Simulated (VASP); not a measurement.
Set up this calculation in VASP 6.6.1, as the native input.

| Quantity | Value |
| --- | --- |
| Task | single point |
| Functional | PBE |
| Potentials or basis | VASP PAW PBE potentials, release 64 (Zr_sv, B) |
| Cutoff | 500 eV |
| k mesh | 12 × 12 × 9 |
| Occupations | fermi-dirac, width 0.05 eV |
| Spin | no spin polarisation |
| Dipole correction | no |
| Further INCAR settings | ALGO = Normal; EDIFF = 1e-06; NBANDS = 16 |

The structure of ZrB2 lies in POSCAR:

```
ZrB2
1.0
    3.2599498203      0.0000000000      0.0000000000
   -1.6299749102      2.8231993595      0.0000000000
    0.0000000000      0.0000000000      3.5200000000
Zr B
1 2
Direct
    0.0000000000      0.0000000000      0.0000000000
    0.3333333333      0.6666666667      0.5000000000
    0.6666666667      0.3333333333      0.5000000000
```

This cell differs from its parent crystal: equal xx and yy strain of +3 %.

These files were run (other wordings do the same):

INCAR

```
PREC     = Accurate       # precision mode
ENCUT    = 500            # plane-wave cutoff, eV
EDIFF    = 1E-6           # SCF threshold, eV
ISMEAR   = -1             # smearing method
SIGMA    = 0.05           # smearing width, eV
LREAL    = F              # projectors in reciprocal space
LASPH    = T              # aspherical terms in the spheres
NELM     = 120            # most SCF steps
ALGO     = Normal         # electronic algorithm
ISIF     = 2              # what is computed and relaxed
LWAVE    = F              # write WAVECAR
LCHARG   = T              # write CHGCAR
GGA      = PE             # functional
LELF     = T              # ELF
LVHAR    = T            
NBANDS   = 16             # bands
GGA_COMPAT= F
```

KPOINTS

```
Automatic mesh
0
Gamma
  12 12 9
```

Potentials or basis: VASP PAW PBE potentials, release 64 (Zr_sv, B).

Launch:

```bash
$ cat potpaw_PBE.64/Zr_sv/POTCAR potpaw_PBE.64/B/POTCAR > POTCAR
$ mpirun -np 1 vasp_std > vasp.out
```

Results of the run:

The pressure is -10.9 GPa and the band gap on the k mesh is zero (band 9 reaches 10.43 eV, above the bottom of band 10 at 9.57 eV).

Caveat: the cell differs from its parent crystal (equal xx and yy strain of +3 %).

Wall time 22 s on 1 thread of Intel(R) Xeon(R) Platinum 8488C (Sapphire Rapids), on a shared host, peak memory 0.17 GiB.
